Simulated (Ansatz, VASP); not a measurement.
# Two plane-wave programs on Os

```
CELL_PARAMETERS angstrom
2.73410 0.00000 0.00000
-1.36705 2.36780 0.00000
0.00000 0.00000 4.31970
ATOMIC_POSITIONS crystal
Os 0.66667 0.33333 0.75000
Os 0.33333 0.66667 0.25000
```

Alike in both runs: task band structure; functional PBE; k mesh 8 × 8 × 5; occupations fermi-dirac, width 0.05 eV; spin-orbit coupling, no magnetisation.

|  | VASP | Ansatz |
| --- | --- | --- |
| version | VASP 6.6.1 | Ansatz 0.2.0 |
| potentials or method | VASP PAW PBE potentials, release 64 (Os) | Ansatz PAW |
| plane-wave cutoff (eV) | 520 | 420 |
| valence electrons in the cell | 16 | 32 |

Ansatz gave:

```
pressure (GPa)                                                : 8.4
traceless stress, the component that is largest in VASP (GPa) : -0.10
```

**Question.** Which values does VASP return?

**Answer.** Pressure (GPa): 8.5; traceless stress, the component that is largest in VASP (GPa): -0.26.

With one functional, cell and mesh, what is left measures potentials, basis and numerics. VASP's potentials hold 16 valence electrons a cell and Ansatz's 32, so a difference there can come from the potentials and not from the codes.
